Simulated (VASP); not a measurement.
# GeW (Fm-3m) in VASP: notebook

Runs on GeW. Level: PBE. Tasks: single point.

Program: VASP 6.6.1. These are calculated values, not measurements. Logs are shortened: lines on timing, memory, paths and dates and some standing lists are left out, and cuts for length are marked.

### 1 The cell of the first run

The structure is cubic, space group Fm-3m (No. 225). Conventional cell: a = 5.155 Å, b = 5.155 Å, c = 5.155 Å, α = 90.00°, β = 90.00°, γ = 90.00°. Within 3.4 Å of Ge (site symmetry m-3m) lie 6 W at 2.58 Å. Within 3.4 Å of W (site symmetry m-3m) lie 6 Ge at 2.58 Å.

### 2 Single point, PBE

Contents of INCAR:

```
SYSTEM = GeW
PREC = Accurate
ENCUT = 520
EDIFF = 1E-7
ISMEAR = 0
SIGMA = 0.015
LREAL = .False.
LASPH = .True.
NELM = 80
ALGO = Normal
ISIF = 2
LWAVE = .False.
LCHARG = .False.
GGA = PE
NBANDS = 21
```

Contents of KPOINTS:

```
regular mesh
0
Gamma
  9 9 9
  0 0 0
```

Contents of POSCAR:

```
GeW
1.0
    0.0000000000      2.5776100000      2.5776100000
    2.5776100000      0.0000000000      2.5776100000
    2.5776100000      2.5776100000      0.0000000000
Ge W
1 1
Direct
    0.5000000000      0.5000000000      0.5000000000
    0.0000000000      0.0000000000      0.0000000000
```

Potentials or basis: VASP PAW PBE potentials, release 64 (Ge_d, W_sv).

Launch:

```bash
$ cat potpaw_PBE.64/Ge_d/POTCAR potpaw_PBE.64/W_sv/POTCAR > POTCAR
$ mpirun -np 1 vasp_std > vasp.out
```

OUTCAR:

```text
SYSTEM = GeW
   PREC = Accurate
   ENCUT = 520
   EDIFF = 1E-7
   ISMEAR = 0
   LREAL = .False.
   LASPH = .True.
   NELM = 80
   ISIF = 2
   GGA = PE

 ion  position               nearest neighbor table
   1  0.500  0.500  0.500-   2 2.58   2 2.58   2 2.58   2 2.58   2 2.58   2 2.58
   2  0.000  0.000  0.000-   1 2.58   1 2.58   1 2.58   1 2.58   1 2.58   1 2.58

  LATTYP: Found a face centered cubic cell.
 ALAT       =     5.1552200000

  Lattice vectors:

 A1 = (   0.0000000000,   2.5776100000,   2.5776100000)
 A2 = (   2.5776100000,   0.0000000000,   2.5776100000)
 A3 = (   2.5776100000,   2.5776100000,   0.0000000000)

Analysis of symmetry for initial positions (statically):
=====================================================================
 Subroutine PRICEL returns:
 Original cell was already a primitive cell.

 Routine SETGRP: Setting up the symmetry group for a
 face centered cubic supercell.

 Subroutine GETGRP returns: Found 48 space group operations
 (whereof 48 operations were pure point group operations)
 out of a pool of 48 trial point group operations.

The static configuration has the point symmetry O_h .

Analysis of symmetry for dynamics (positions and initial velocities):
=====================================================================
 Subroutine PRICEL returns:
 Original cell was already a primitive cell.

 Routine SETGRP: Setting up the symmetry group for a
 face centered cubic supercell.

 Subroutine GETGRP returns: Found 48 space group operations
 (whereof 48 operations were pure point group operations)
 out of a pool of 48 trial point group operations.

The dynamic configuration has the point symmetry O_h .

 Subroutine INISYM returns: Found 48 space group operations
 (whereof 48 operations are pure point group operations),
 and found     1 'primitive' translations

----------------------------------------------------------------------------------------

                                     Primitive cell

  volume of cell :      34.2517

  direct lattice vectors                    reciprocal lattice vectors
     0.000000000  2.577610000  2.577610000    -0.193978143  0.193978143  0.193978143
     2.577610000  0.000000000  2.577610000     0.193978143 -0.193978143  0.193978143
     2.577610000  2.577610000  0.000000000     0.193978143  0.193978143 -0.193978143

  length of vectors
     3.645291021  3.645291021  3.645291021     0.335979998  0.335979998  0.335979998

  position of ions in fractional coordinates (direct lattice)
     0.500000000  0.500000000  0.500000000
     0.000000000  0.000000000  0.000000000

  ion indices of the primitive-cell ions
   primitive index   ion index
                 1           1
                 2           2

----------------------------------------------------------------------------------------

 KPOINTS: regular mesh

Automatic generation of k-mesh.
 Grid dimensions read from file:
 generate k-points for:    9    9    9

 Generating k-lattice:

  Cartesian coordinates                     Fractional coordinates (reciprocal lattice)
    -0.021553127  0.021553127  0.021553127     0.111111111  0.000000000  0.000000000
     0.021553127 -0.021553127  0.021553127     0.000000000  0.111111111  0.000000000
     0.021553127  0.021553127 -0.021553127     0.000000000  0.000000000  0.111111111

  Length of vectors
     0.037331111  0.037331111  0.037331111

  Shift w.r.t. Gamma in fractional coordinates (k-lattice)
     0.000000000  0.000000000  0.000000000

 Subroutine IBZKPT returns following result:
 ===========================================

 Found     35 irreducible k-points:

 Following reciprocal coordinates:
            Coordinates               Weight
  0.000000  0.000000  0.000000      1.000000
  0.111111  0.000000  0.000000      8.000000
  0.222222  0.000000  0.000000      8.000000
  0.333333  0.000000  0.000000      8.000000
  0.444444  0.000000  0.000000      8.000000
  0.111111  0.111111  0.000000      6.000000
[... 16 lines left out ...]
 -0.333333  0.333333  0.000000     12.000000
  0.444444  0.444444  0.000000      6.000000
 [... further k-points ...]
   k-points           NKPTS =     35   k-points in BZ     NKDIM =     35   number of bands    NBANDS=     21
   number of dos      NEDOS =    301   number of ions     NIONS =      2
   total plane-waves  NPLWV =  21952
   dimension x,y,z NGX =    28 NGY =   28 NGZ =   28
   dimension x,y,z NGXF=    56 NGYF=   56 NGZF=   56
   ions per type =               1   1
   NGX,Y,Z   is equivalent  to a cutoff of  12.77, 12.77, 12.77 a.u.
   NGXF,Y,Z  is equivalent  to a cutoff of  25.54, 25.54, 25.54 a.u.
 SYSTEM =  GeW
   PREC   = accura    normal or accurate (medium, high low for compatibility)
   ISTART =      0    job   : 0-new  1-cont  2-samecut
   ICHARG =      2    charge: 1-file 2-atom 10-const
   ISPIN  =      1    spin polarized calculation?
   LNONCOLLINEAR =      F non collinear calculations
   LSORBIT =      F    spin-orbit coupling
   LASPH  =      T    aspherical Exc in radial PAW
   ENCUT  =  520.0 eV  38.22 Ry    6.18 a.u.   6.78  6.78  6.78*2*pi/ulx,y,z
   NELM   =     80;   NELMIN=  2; NELMDL= -5     # of ELM steps
   EDIFF  = 0.1E-06   stopping-criterion for ELM
   LREAL  =      F    real-space projection
   EDIFFG = 0.1E-05   stopping-criterion for IOM
   NSW    =      0    number of steps for IOM
   IBRION =     -1    ionic relax: 0-MD 1-quasi-New 2-CG
   NFREE  =      0    steps in history (QN), initial steepest desc. (CG)
   ISIF   =      2    stress and relaxation
   ISYM   =      2    0-nonsym 1-usesym 2-fastsym
   POTIM  = 0.5000    time-step for ionic-motion
   TEBEG  =    0.0;   TEEND  =   0.0 temperature during run
   PSTRESS=    0.0 pullay stress
   NELECT =      28.0000    total number of electrons
   NUPDOWN=      -1.0000    fix difference up-down
   EMIN   =  10.00;   EMAX   =-10.00  energy-range for DOS
   EFERMI =   0.00;   METHOD = LEGACY
   ISMEAR =     0;   SIGMA  =   0.01  broadening in eV -4-tet -1-fermi 0-gaus
   EFERMI_NEDOS =   21; number of points for ismear=-14 and -15
   IALGO  =     38    algorithm
   IMIX   =      4    mixing-type and parameters
     AMIX     =   0.40;   BMIX     =  1.00
     AMIX_MAG =   1.60;   BMIX_MAG =  1.00
  volume/ion in A,a.u.               =      17.13       115.57
  Fermi-wavevector in a.u.,A,eV,Ry     =   1.530736  2.892672 31.880529  2.343153
  Thomas-Fermi vector in A             =   2.638178
   LORBIT       =      0    0 simple, 1 ext, 2 COOP (PROOUT), +10 PAW based schemes
   GGA     = PE    functional components
   LHFCALC =     F    Hartree Fock is set to
   AEXX    =    0.0000 exact exchange contribution
   IVDW    =     0    specifies the selected vdW correction
   LEPSILON=     F    determine dielectric tensor
   LRPA    =     F    only Hartree local field effects (RPA)
 non-spin polarized calculation
 Gauss-broadening in eV      SIGMA  =   0.01
  energy-cutoff  :      520.00
  volume of cell :       34.25
 maximum number of plane-waves:       944
   NGX = 13   NGY = 13   NGZ = 13

 number of electron      27.9999991 magnetization

 Free energy of the ion-electron system (eV)
  ---------------------------------------------------
  ext. energy  EPLUGINS =         0.00000000
  ---------------------------------------------------
  free energy    TOTEN  =       -15.70289912 eV

  energy without entropy =      -15.70260254  energy(sigma->0) =      -15.70275083

 E-fermi :   9.0367     XC(G=0): -12.4201

 val. band max:        9.0184699318   @ k =  -0.3333   0.3333   0.1111
 cond. band min:       9.0507270136   @ k =   0.3333   0.1111   0.0000
 fundamental gap:      0.0322570818
 Fermi energy:         9.0366992817

 k-point     1 :       0.0000    0.0000    0.0000
  band No.  band energies     occupation
      1     -65.4617      2.00000
      2     -29.6464      2.00000
      3     -29.6464      2.00000
      4     -29.6464      2.00000
      5     -15.3956      2.00000
      6     -15.3956      2.00000
[... 13 lines left out ...]
     20      17.2756      0.00000
     21      24.2001      0.00000

 k-point     2 :       0.1111    0.0000    0.0000
  band No.  band energies     occupation
      1     -65.4613      2.00000
      2     -29.6584      2.00000
      3     -29.6486      2.00000
      4     -29.6486      2.00000
      5     -15.3912      2.00000
      6     -15.3912      2.00000
[... 13 lines left out ...]
     20      17.7262      0.00000
     21      21.9203      0.00000

 k-point     3 :       0.2222    0.0000    0.0000
  band No.  band energies     occupation
      1     -65.4603      2.00000
      2     -29.6887      2.00000
      3     -29.6541      2.00000
      4     -29.6541      2.00000
      5     -15.3802      2.00000
      6     -15.3802      2.00000
[... 13 lines left out ...]
     20      19.5749      0.00000
     21      20.6732      0.00000

 k-point     4 :       0.3333    0.0000    0.0000
  band No.  band energies     occupation
      1     -65.4593      2.00000
      2     -29.7229      2.00000
      3     -29.6603      2.00000
      4     -29.6603      2.00000
      5     -15.3678      2.00000
      6     -15.3678      2.00000
[... 13 lines left out ...]
     20      18.8382      0.00000
     21      18.8382      0.00000

 k-point     5 :       0.4444    0.0000    0.0000
  band No.  band energies     occupation
      1     -65.4585      2.00000
      2     -29.7450      2.00000
      3     -29.6644      2.00000
      4     -29.6644      2.00000
      5     -15.3598      2.00000
      6     -15.3598      2.00000
[... 13 lines left out ...]
     20      18.1576      0.00000
     21      18.1576      0.00000

 k-point     6 :       0.1111    0.1111    0.0000
  band No.  band energies     occupation
      1     -65.4612      2.00000
      2     -29.6592      2.00000
      3     -29.6508      2.00000
      4     -29.6508      2.00000
      5     -15.3942      2.00000
      6     -15.3865      2.00000
[... 13 lines left out ...]
     20      18.1788      0.00000
     21      21.7730      0.00000

 k-point     7 :       0.2222    0.1111    0.0000
  band No.  band energies     occupation
      1     -65.4604      2.00000
      2     -29.6812      2.00000
      3     -29.6563      2.00000
      4     -29.6554      2.00000
      5     -15.3888      2.00000
      6     -15.3772      2.00000
[... 13 lines left out ...]
     20      19.2328      0.00000
     21      20.0390      0.00000
[... 291 lines left out ...]
      1     -65.4585      2.00000
      2     -29.7178      2.00000
      3     -29.6743      2.00000
      4     -29.6743      2.00000
      5     -15.3868      2.00000
      6     -15.3769      2.00000
[... 13 lines left out ...]
     20      20.2815      0.00000
     21      21.9196      0.00000

 k-point    21 :       0.4444    0.3333    0.0000
  band No.  band energies     occupation
      1     -65.4579      2.00000
      2     -29.7272      2.00000
      3     -29.6831      2.00000
      4     -29.6783      2.00000
      5     -15.3819      2.00000
      6     -15.3815      2.00000
[... 13 lines left out ...]
     20      20.1817      0.00000
     21      22.2939      0.00000

 k-point    22 :      -0.4444    0.3333    0.0000
  band No.  band energies     occupation
      1     -65.4576      2.00000
      2     -29.7258      2.00000
      3     -29.6982      2.00000
      4     -29.6783      2.00000
      5     -15.3834      2.00000
      6     -15.3725      2.00000
[... 13 lines left out ...]
     20      19.8458      0.00000
     21      21.4851      0.00000

 k-point    23 :      -0.3333    0.3333    0.0000
  band No.  band energies     occupation
      1     -65.4577      2.00000
      2     -29.7158      2.00000
      3     -29.7111      2.00000
      4     -29.6741      2.00000
      5     -15.3817      2.00000
      6     -15.3631      2.00000
[... 13 lines left out ...]
     20      20.0371      0.00000
     21      20.5024      0.00000

 k-point    24 :       0.4444    0.4444    0.0000
  band No.  band energies     occupation
      1     -65.4576      2.00000
      2     -29.7342      2.00000
      3     -29.6824      2.00000
      4     -29.6824      2.00000
      5     -15.3888      2.00000
      6     -15.3843      2.00000
[... 13 lines left out ...]
     20      20.8853      0.00000
     21      23.8884      0.00000

 [... further k-points ...]
[... 5 lines left out ...]
  --------------------------------------------------------------------------------------
  -------------------------------------------------------------------------------------
  Total        0.0909421      0.0909421      0.0909421     -0.0000000     -0.0000000      0.0000000
  in kB        4.2539660      4.2539660      4.2539660     -0.0000000     -0.0000000      0.0000000
  external PRESSURE =       4.2539660 kB  Pullay stress =       0.0000000 kB

 VOLUME and BASIS-vectors are now :
 -----------------------------------------------------------------------------
  energy-cutoff  :      520.00
  volume of cell :       34.25
      direct lattice vectors                 reciprocal lattice vectors
     0.000000000  2.577610000  2.577610000    -0.193978143  0.193978143  0.193978143
     2.577610000  0.000000000  2.577610000     0.193978143 -0.193978143  0.193978143
     2.577610000  2.577610000  0.000000000     0.193978143  0.193978143 -0.193978143

 POSITION                                       TOTAL-FORCE (eV/Angst)
 -----------------------------------------------------------------------------------
      2.57761      2.57761      2.57761        -0.000000      0.000000     -0.000000
      0.00000      0.00000      0.00000         0.000000      0.000000      0.000000
 -----------------------------------------------------------------------------------
    total drift:                                0.000000      0.000000      0.000000

  FREE ENERGIE OF THE ION-ELECTRON SYSTEM (eV)
  ---------------------------------------------------
  free  energy   TOTEN  =       -15.7028991206 eV

  energy  without entropy=      -15.7026025431  energy(sigma->0) =      -15.70275083
```

Run time: 21 s. Hardware: 1 thread of Intel Xeon 6975P-C, shared host; peak memory 0.17 GiB.

Results:

```yaml
Free_energy: -15.7029 eV
Pressure: 0.4 GPa
Band_gap_on_the_k_mesh: zero (band 14 reaches 9.59 eV, above the bottom of band 15 at 7.88 eV)
```

Levels at points of the mesh, in eV from the Fermi level:
| k point | band 10 | band 11 | band 12 | band 13 | band 14 | band 15 | band 16 | band 17 | band 18 | band 19 |
| --- | --- | --- | --- | --- | --- | --- | --- | --- | --- | --- |
| (0.00, 0.00, 0.00) | -12.31 | -1.60 | -1.60 | -1.60 | -0.86 | -0.86 | 2.45 | 2.45 | 2.45 | 7.59 |

Caveat: spin-orbit coupling is left out, which moves the levels of the heavy elements.

(Continued in part 2 of 2.)
